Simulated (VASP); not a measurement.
# ZrS (Fmmm) in VASP: a series of runs

Runs on ZrS. Level: PBEsol. Tasks: single point.

All numbers are computed with VASP 6.6.1; they aren't measurements. Logs are shortened: lines on timing, memory, paths and dates and some standing lists are left out, and cuts for length are marked.

## Step 1: The cell of the first run

It takes space group Fmmm (No. 69, orthorhombic). The conventional cell has a = 4.900 Å, b = 5.287 Å, c = 5.313 Å, α = 90.00°, β = 90.00°, γ = 90.00°. Zr (site symmetry mmm) has 6 S at 2.45 to 2.66 Å within 3.2 Å. S (site symmetry mmm) has 6 Zr at 2.45 to 2.66 Å within 3.2 Å.

## Step 2: Single point, PBEsol

Input file INCAR:

```
ALGO = Normal
EDIFF = 1E-6
ENCUT = 520
GGA = PS
ISIF = 2
ISMEAR = 0
LASPH = True
LCHARG = False
LREAL = False
LWAVE = False
NBANDS = 16
NELM = 100
PREC = Accurate
SIGMA = 0.15
```

Input file KPOINTS:

```
k-points
0
Gamma
  16 16 16
```

Input file POSCAR:

```
ZrS
1.0
    0.0000000000      2.6566154124      2.6435693601
    2.4499452777      0.0000000000      2.6435693601
    2.4499452777      2.6566154124      0.0000000000
Zr S
1 1
Direct
    0.0000000000      0.0000000000      0.0000000000
    0.5000000000      0.5000000000      0.5000000000
```

Potentials or basis: VASP PAW PBE potentials, release 64 (Zr_sv, S).

Launch:

```console
$ cat potpaw_PBE.64/Zr_sv/POTCAR potpaw_PBE.64/S/POTCAR > POTCAR
$ mpirun -np 1 vasp_std > vasp.out
```

OUTCAR:

```text
EDIFF = 1E-6
   ENCUT = 520
   GGA = PS
   ISIF = 2
   ISMEAR = 0
   LASPH = True
   LREAL = False
   NELM = 100
   PREC = Accurate

 ion  position               nearest neighbor table
   1  0.000  0.000  0.000-   2 2.45   2 2.45   2 2.64   2 2.64   2 2.66   2 2.66
   2  0.500  0.500  0.500-   1 2.45   1 2.45   1 2.64   1 2.64   1 2.66   1 2.66

  LATTYP: Found a face centered orthorhombic cell.
 ALAT       =     4.8998905554
 B/A-ratio  =     1.0790320029
 C/A-ratio  =     1.0843570412

  Lattice vectors:

 A1 = (   0.0000000000,   2.6566154124,  -2.6435693601)
 A2 = (   2.4499452777,   2.6566154124,   0.0000000000)
 A3 = (   2.4499452777,   0.0000000000,  -2.6435693601)

Analysis of symmetry for initial positions (statically):
=====================================================================
 Subroutine PRICEL returns:
 Original cell was already a primitive cell.

 Routine SETGRP: Setting up the symmetry group for a
 face centered orthorhombic supercell.

 Subroutine GETGRP returns: Found  8 space group operations
 (whereof  8 operations were pure point group operations)
 out of a pool of  8 trial point group operations.

The static configuration has the point symmetry D_2h.

Analysis of symmetry for dynamics (positions and initial velocities):
=====================================================================
 Subroutine PRICEL returns:
 Original cell was already a primitive cell.

 Routine SETGRP: Setting up the symmetry group for a
 face centered orthorhombic supercell.

 Subroutine GETGRP returns: Found  8 space group operations
 (whereof  8 operations were pure point group operations)
 out of a pool of  8 trial point group operations.

The dynamic configuration has the point symmetry D_2h.

 Subroutine INISYM returns: Found  8 space group operations
 (whereof  8 operations are pure point group operations),
 and found     1 'primitive' translations

----------------------------------------------------------------------------------------

                                     Primitive cell

  volume of cell :      34.4117

  direct lattice vectors                    reciprocal lattice vectors
     0.000000000  2.656615412  2.643569360    -0.204086191  0.188209403  0.189138219
     2.449945278  0.000000000  2.643569360     0.204086191 -0.188209403  0.189138219
     2.449945278  2.656615412  0.000000000     0.204086191  0.188209403 -0.189138219

  length of vectors
     3.747807947  3.604260094  3.613839691     0.335927401  0.335927401  0.335927401

  position of ions in fractional coordinates (direct lattice)
     0.000000000  0.000000000  0.000000000
     0.500000000  0.500000000  0.500000000

  ion indices of the primitive-cell ions
   primitive index   ion index
                 1           1
                 2           2

----------------------------------------------------------------------------------------

 KPOINTS: k-points

Automatic generation of k-mesh.
 Grid dimensions read from file:
 generate k-points for:   16   16   16

 Generating k-lattice:

  Cartesian coordinates                     Fractional coordinates (reciprocal lattice)
    -0.012755387  0.011763088  0.011821139     0.062500000 -0.000000000  0.000000000
     0.012755387 -0.011763088  0.011821139    -0.000000000  0.062500000  0.000000000
     0.012755387  0.011763088 -0.011821139     0.000000000  0.000000000  0.062500000

  Length of vectors
     0.020995463  0.020995463  0.020995463

  Shift w.r.t. Gamma in fractional coordinates (k-lattice)
     0.000000000  0.000000000  0.000000000

 Subroutine IBZKPT returns following result:
 ===========================================

 Found    621 irreducible k-points:

 Following reciprocal coordinates:
            Coordinates               Weight
  0.000000  0.000000  0.000000      1.000000
  0.062500  0.000000  0.000000      8.000000
  0.125000  0.000000  0.000000      8.000000
  0.187500  0.000000  0.000000      8.000000
  0.250000  0.000000  0.000000      8.000000
  0.312500  0.000000  0.000000      8.000000
[... 16 lines left out ...]
 -0.125000  0.062500  0.000000      8.000000
 -0.062500  0.062500  0.000000      4.000000
 [... further k-points ...]
   k-points           NKPTS =    621   k-points in BZ     NKDIM =    621   number of bands    NBANDS=     16
   number of dos      NEDOS =    301   number of ions     NIONS =      2
   total plane-waves  NPLWV =  21952
   dimension x,y,z NGX =    28 NGY =   28 NGZ =   28
   dimension x,y,z NGXF=    56 NGYF=   56 NGZF=   56
   ions per type =               1   1
   NGX,Y,Z   is equivalent  to a cutoff of  12.42, 12.91, 12.88 a.u.
   NGXF,Y,Z  is equivalent  to a cutoff of  24.84, 25.83, 25.76 a.u.
 SYSTEM =  unknown system
   PREC   = accura    normal or accurate (medium, high low for compatibility)
   ISTART =      0    job   : 0-new  1-cont  2-samecut
   ICHARG =      2    charge: 1-file 2-atom 10-const
   ISPIN  =      1    spin polarized calculation?
   LNONCOLLINEAR =      F non collinear calculations
   LSORBIT =      F    spin-orbit coupling
   LASPH  =      T    aspherical Exc in radial PAW
   ENCUT  =  520.0 eV  38.22 Ry    6.18 a.u.   6.97  6.70  6.72*2*pi/ulx,y,z
   NELM   =    100;   NELMIN=  2; NELMDL= -5     # of ELM steps
   EDIFF  = 0.1E-05   stopping-criterion for ELM
   LREAL  =      F    real-space projection
   EDIFFG = 0.1E-04   stopping-criterion for IOM
   NSW    =      0    number of steps for IOM
   IBRION =     -1    ionic relax: 0-MD 1-quasi-New 2-CG
   NFREE  =      0    steps in history (QN), initial steepest desc. (CG)
   ISIF   =      2    stress and relaxation
   ISYM   =      2    0-nonsym 1-usesym 2-fastsym
   POTIM  = 0.5000    time-step for ionic-motion
   TEBEG  =    0.0;   TEEND  =   0.0 temperature during run
   PSTRESS=    0.0 pullay stress
   NELECT =      18.0000    total number of electrons
   NUPDOWN=      -1.0000    fix difference up-down
   EMIN   =  10.00;   EMAX   =-10.00  energy-range for DOS
   EFERMI =   0.00;   METHOD = LEGACY
   ISMEAR =     0;   SIGMA  =   0.15  broadening in eV -4-tet -1-fermi 0-gaus
   EFERMI_NEDOS =   21; number of points for ismear=-14 and -15
   IALGO  =     38    algorithm
   IMIX   =      4    mixing-type and parameters
     AMIX     =   0.40;   BMIX     =  1.00
     AMIX_MAG =   1.60;   BMIX_MAG =  1.00
  volume/ion in A,a.u.               =      17.21       116.11
  Fermi-wavevector in a.u.,A,eV,Ry     =   1.319058  2.492657 23.672951  1.739913
  Thomas-Fermi vector in A             =   2.448983
   LORBIT       =      0    0 simple, 1 ext, 2 COOP (PROOUT), +10 PAW based schemes
   GGA     = PS    functional components
   LHFCALC =     F    Hartree Fock is set to
   AEXX    =    0.0000 exact exchange contribution
   IVDW    =     0    specifies the selected vdW correction
   LEPSILON=     F    determine dielectric tensor
   LRPA    =     F    only Hartree local field effects (RPA)
 non-spin polarized calculation
 Gauss-broadening in eV      SIGMA  =   0.15
  energy-cutoff  :      520.00
  volume of cell :       34.41
 maximum number of plane-waves:       943
   NGX = 13   NGY = 13   NGZ = 13

 number of electron      17.9999998 magnetization

 Free energy of the ion-electron system (eV)
  ---------------------------------------------------
  ext. energy  EPLUGINS =         0.00000000
  ---------------------------------------------------
  free energy    TOTEN  =       -16.36592985 eV

  energy without entropy =      -16.35236926  energy(sigma->0) =      -16.35914956

 E-fermi :  11.1990     XC(G=0): -11.6912

 val. band max:       11.1952555829   @ k =  -0.4375   0.3125   0.2500
 cond. band min:      11.2007864659   @ k =   0.4375   0.1875   0.1875
 fundamental gap:      0.0055308829
 Fermi energy:        11.1990317869

 k-point     1 :       0.0000    0.0000    0.0000
  band No.  band energies     occupation
      1     -38.5243      2.00000
      2     -16.5880      2.00000
      3     -16.5087      2.00000
      4     -16.5061      2.00000
      5      -4.8379      2.00000
      6       7.6122      2.00000
[... 8 lines left out ...]
     15      18.4120      0.00000
     16      23.2939      0.00000

 k-point     2 :       0.0625    0.0000    0.0000
  band No.  band energies     occupation
      1     -38.5230      2.00000
      2     -16.5969      2.00000
      3     -16.5170      2.00000
      4     -16.5095      2.00000
      5      -4.7806      2.00000
      6       7.3019      2.00000
[... 8 lines left out ...]
     15      18.5950      0.00000
     16      23.0411      0.00000

 k-point     3 :       0.1250    0.0000    0.0000
  band No.  band energies     occupation
      1     -38.5192      2.00000
      2     -16.6313      2.00000
      3     -16.5342      2.00000
      4     -16.5164      2.00000
      5      -4.6142      2.00000
      6       6.5870      2.00000
[... 8 lines left out ...]
     15      19.0692      0.00000
     16      22.3860      0.00000

 k-point     4 :       0.1875    0.0000    0.0000
  band No.  band energies     occupation
      1     -38.5136      2.00000
      2     -16.6957      2.00000
      3     -16.5457      2.00000
      4     -16.5266      2.00000
      5      -4.3558      2.00000
      6       5.7384      2.00000
[... 8 lines left out ...]
     15      19.4915      0.00000
     16      21.8401      0.00000
[... 324 lines left out ...]
 k-point    22 :      -0.1875    0.0625    0.0000
  band No.  band energies     occupation
      1     -38.5102      2.00000
      2     -16.7357      2.00000
      3     -16.5465      2.00000
      4     -16.5371      2.00000
      5      -4.1894      2.00000
      6       5.3042      2.00000
[... 8 lines left out ...]
     15      19.5834      0.00000
     16      21.1047      0.00000

 k-point    23 :      -0.1250    0.0625    0.0000
  band No.  band energies     occupation
      1     -38.5163      2.00000
      2     -16.6664      2.00000
      3     -16.5343      2.00000
      4     -16.5275      2.00000
      5      -4.4721      2.00000
      6       6.0947      2.00000
[... 8 lines left out ...]
     15      19.3675      0.00000
     16      22.1555      0.00000

 k-point    24 :      -0.0625    0.0625    0.0000
  band No.  band energies     occupation
      1     -38.5207      2.00000
      2     -16.6191      2.00000
      3     -16.5214      2.00000
      4     -16.5186      2.00000
      5      -4.6762      2.00000
      6       6.8046      2.00000
[... 8 lines left out ...]
     15      18.8879      0.00000
     16      22.9000      0.00000

 [... further k-points ...]

------------------------ aborting loop because EDIFF is reached ----------------------------------------

  FORCE on cell =-STRESS in cart. coord.  units (eV):
  Direction    XX          YY          ZZ          XY          YZ          ZX
  --------------------------------------------------------------------------------------
  -------------------------------------------------------------------------------------
  Total        4.7444123     -1.4748247     -1.2562011      0.0000000      0.0000000      0.0000000
  in kB      220.8956820    -68.6665459    -58.4876227      0.0000000      0.0000000      0.0000000
  external PRESSURE =      31.2471711 kB  Pullay stress =       0.0000000 kB

 VOLUME and BASIS-vectors are now :
 -----------------------------------------------------------------------------
  energy-cutoff  :      520.00
  volume of cell :       34.41
      direct lattice vectors                 reciprocal lattice vectors
     0.000000000  2.656615412  2.643569360    -0.204086191  0.188209403  0.189138219
     2.449945278  0.000000000  2.643569360     0.204086191 -0.188209403  0.189138219
     2.449945278  2.656615412  0.000000000     0.204086191  0.188209403 -0.189138219

 POSITION                                       TOTAL-FORCE (eV/Angst)
 -----------------------------------------------------------------------------------
      0.00000      0.00000      0.00000         0.000000     -0.000000     -0.000000
      2.44995      2.65662      2.64357         0.000000      0.000000      0.000000
 -----------------------------------------------------------------------------------
    total drift:                               -0.000000      0.000000      0.000000

  FREE ENERGIE OF THE ION-ELECTRON SYSTEM (eV)
  ---------------------------------------------------
  free  energy   TOTEN  =       -16.3659298461 eV

  energy  without entropy=      -16.3523692648  energy(sigma->0) =      -16.35914956
```

Wall time 2.5 min (1 thread of Intel Xeon 6975P-C (Granite Rapids), shared host); peak memory 0.42 GiB.

What came out:

- Free energy: -16.3659 eV
- Pressure: 3.1 GPa
- Band gap on the k mesh: zero (bands 9 and 10 overlap by 3.13 eV)

Levels at points of the mesh, in eV from the Fermi level:
```csv
k point,band 5,band 6,band 7,band 8,band 9,band 10,band 11,band 12,band 13,band 14
"(0.00, 0.00, 0.00)",-16.04,-3.59,-3.58,-3.27,-1.74,-1.69,-0.91,-0.86,-0.85,2.64
"(0.50, 0.00, 0.00)",-14.23,-8.26,-6.21,-6.15,1.45,1.84,1.91,2.10,5.47,5.51
"(0.50, 0.50, 0.00)",-15.18,-6.46,-4.39,-4.21,-3.67,0.34,2.32,2.78,3.12,3.85
"(0.50, 0.00, 0.50)",-15.19,-6.49,-4.37,-4.19,-3.68,0.33,2.36,2.75,3.12,3.84
"(0.00, 0.50, 0.50)",-15.11,-5.86,-4.71,-4.71,-3.65,0.85,2.43,2.48,3.07,3.85
```

Caveat: the cell differs from its parent crystal (strain +e along x and -e along y -0.0400, strain +e along z and -e/2 along x and y +0.0233); the stress differs along the axes, from -7 to 22 GPa; the PAW data sets were made with another functional, which shifts forces and pressure a little.

## Step 3: Single point, PBEsol

This run uses another cell than the first one, of the same volume but with other edges.

Input file INCAR:

```
SYSTEM = ZrS
PREC     = Accurate       ! precision mode
ENCUT    = 520            ! plane-wave cutoff, eV
EDIFF    = 1E-6           ! SCF threshold, eV
ISMEAR   = 0              ! smearing method
SIGMA    = 0.15           ! smearing width, eV
LREAL    = .FALSE.        ! projectors in reciprocal space
LASPH    = .TRUE.         ! aspherical terms in the spheres
NELM     = 100            ! most SCF steps
ALGO     = Normal         ! electronic algorithm
ISIF     = 2              ! what is computed and relaxed
LWAVE    = .FALSE.        ! write WAVECAR
LCHARG   = .FALSE.        ! write CHGCAR
GGA      = PS             ! functional
NBANDS   = 16             ! bands
```

Input file KPOINTS:

```
Automatic mesh
0
G
  16 16 16
  0 0 0
```

Input file POSCAR:

```
ZrS
1.0
    0.0000000000      2.7168080891      2.5231840067
    2.5101379544      0.0000000000      2.5231840067
    2.5101379544      2.7168080891      0.0000000000
Zr S
1 1
Direct
    0.0000000000      0.0000000000      0.0000000000
    0.5000000000      0.5000000000      0.5000000000
```

Potentials or basis: VASP PAW PBE potentials, release 64 (Zr_sv, S).

Launch:

```console
$ cat potpaw_PBE.64/Zr_sv/POTCAR potpaw_PBE.64/S/POTCAR > POTCAR
$ mpirun -np 1 vasp_std > vasp.out
```

Run time: 2.5 min. Hardware: 1 thread of Intel Xeon 6975P-C (Granite Rapids), shared host; peak memory 0.43 GiB.

The run converged. Its results:

- Free energy: -16.4027 eV
- Pressure: 2.8 GPa
- Band gap on the k mesh: zero (bands 9 and 10 overlap by 2.83 eV)

Stress tensor (GPa, compression positive):
```
 10.63   0.00   0.00
  0.00 -10.82   0.00
  0.00   0.00   8.47
```

Levels at points of the mesh, in eV from the Fermi level:
```tsv
k point	band 5	band 6	band 7	band 8	band 9	band 10	band 11	band 12	band 13	band 14
(0.00, 0.00, 0.00)	-16.03	-3.62	-3.41	-3.39	-1.99	-1.17	-1.11	-1.09	-0.57	2.57
(0.50, 0.00, 0.00)	-14.23	-8.25	-6.19	-6.14	1.52	1.78	1.91	2.08	5.29	5.60
(0.50, 0.50, 0.00)	-15.13	-6.13	-4.55	-4.49	-3.62	0.60	2.18	2.87	3.10	3.87
(0.50, 0.00, 0.50)	-15.21	-6.60	-4.20	-4.19	-3.72	0.34	2.57	2.59	3.12	3.75
(0.00, 0.50, 0.50)	-15.12	-6.08	-4.58	-4.53	-3.63	0.64	2.18	2.85	3.10	3.87
```

Caveat: the cell differs from its parent crystal (strain +e along x and -e along y -0.0400, strain +e along z and -e/2 along x and y -0.0233); the stress differs along the axes, from -11 to 11 GPa; the PAW data sets were made with another functional, which shifts forces and pressure a little.
